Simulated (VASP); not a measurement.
A run of VASP 6.6.1:

Contents of INCAR:

```
ALGO = Normal ; EDIFF = 1E-6
ENCUT = 520 ; ISIF = 2
ISMEAR = -1 ; LASPH = True
LCHARG = False ; LREAL = Auto
LWAVE = False ; NBANDS = 74
NELM = 80 ; PREC = Accurate
SIGMA = 0.05
```

Contents of KPOINTS:

```
k-points
0
Gamma
  2 2 2
```

The input POSCAR:

```
Na16F
1.0
    8.4600000000      0.0000000000      0.0000000000
    0.0000000000      8.4600000000      0.0000000000
    0.0000000000      0.0000000000      8.4600000000
Na F
16 1
Direct
    0.0291838061     -0.0000945626     -0.0124431442
    0.4617208038     -0.0000994090     -0.0016667849
    0.0137823877      0.4998991726     -0.0065137116
   -0.0176096927     -0.0000930260      0.4963275414
    0.2402221040      0.2623495272      0.2775224586
    0.4851118203      0.4999024823      0.0100052009
    0.5194094563     -0.0000973995      0.4744796690
    0.7586177305      0.2587925532      0.2349310875
   -0.0156360520      0.4998965721      0.5158946809
    0.2402182033      0.7374535461      0.2775244681
    0.2561228132      0.2298316785      0.7386332151
    0.5143572104      0.4999007092      0.4993686761
    0.7586213948      0.7410099291      0.2349333333
    0.7414627660      0.2503029551      0.7585080378
    0.2561180851      0.7699715130      0.7386323877
    0.7414665485      0.7494998818      0.7585055556
    0.2483718676     -0.0000985816      0.8540159574
```

Potentials or basis: VASP PAW LDA potentials, release 64 (Na_pv, F).

Command:

```bash
$ cat potpaw_LDA.64/Na_pv/POTCAR potpaw_LDA.64/F/POTCAR > POTCAR
$ mpirun -np 1 vasp_std > vasp.out
```

Hardware: 1 thread of Intel Xeon 8259CL (shared host).

Task: Estimate the wall time of this run.

Result: It took 12 min on 1 thread of Intel Xeon 8259CL, on a shared host, peak memory 0.54 GiB. Counts: scf iterations 14, k points 8.
